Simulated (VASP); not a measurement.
A run of VASP 6.6.1 is set up as follows.

The input INCAR:

```
SYSTEM = SiW6
  PREC = Accurate
  ENCUT = 520
  EDIFF = 1E-7
  ISMEAR = 0
  SIGMA = 0.1
  LREAL = .FALSE.
  LASPH = .TRUE.
  NELM = 60
  ALGO = Normal
  ISIF = 2
  LWAVE = .FALSE.
  LCHARG = .FALSE.
  LDIPOL = .TRUE.
  IDIPOL = 3
  DIPOL = 0.5 0.5 0.320
  GGA = PE
  IVDW = 12
  NBANDS = 53
```

File KPOINTS:

```
Automatic mesh
0
G
  6 6 1
  0 0 0
```

POSCAR

```
SiW6
1.0
    4.4682526324      0.0000000000      0.0000000000
   -2.2341263162      3.8696202902      0.0000000000
    0.0000000000      0.0000000000     21.7259061349
W Si
6 1
Direct
    0.6666666667      0.3333333333      0.1841119986
    0.3333333333      0.6666666667      0.2260931360
    0.0000000000      0.0000000000      0.2680742733
    0.6666666667      0.3333333333      0.3070897866
    0.3333333333      0.6666666667      0.3466976876
    0.0000000000      0.0000000000      0.3832248047
    0.2222222222      0.8888888889      0.5259116036
```

Potentials or basis: VASP PAW PBE potentials, release 64 (W_sv, Si).

Run with:

```sh
$ cat potpaw_PBE.64/W_sv/POTCAR potpaw_PBE.64/Si/POTCAR > POTCAR
$ mpirun -np 1 vasp_std > vasp.out
```

Estimate the largest force.

2.119 eV/Å.

Estimate the band gap on the k mesh.

zero (band 44 reaches 0.45 eV, above the bottom of band 45 at 0.08 eV).

Forces on the atoms (eV/Å):
```
W    0.068 -0.048  2.118
W   -0.039  0.009 -0.700
W    0.042 -0.011 -1.877
W   -0.132  0.101 -0.065
W   -0.234  0.131  0.574
W    0.412 -0.168  1.752
Si  -0.117 -0.014 -1.801
```

Caveat: spin-orbit coupling is left out, which moves the levels of the heavy elements.
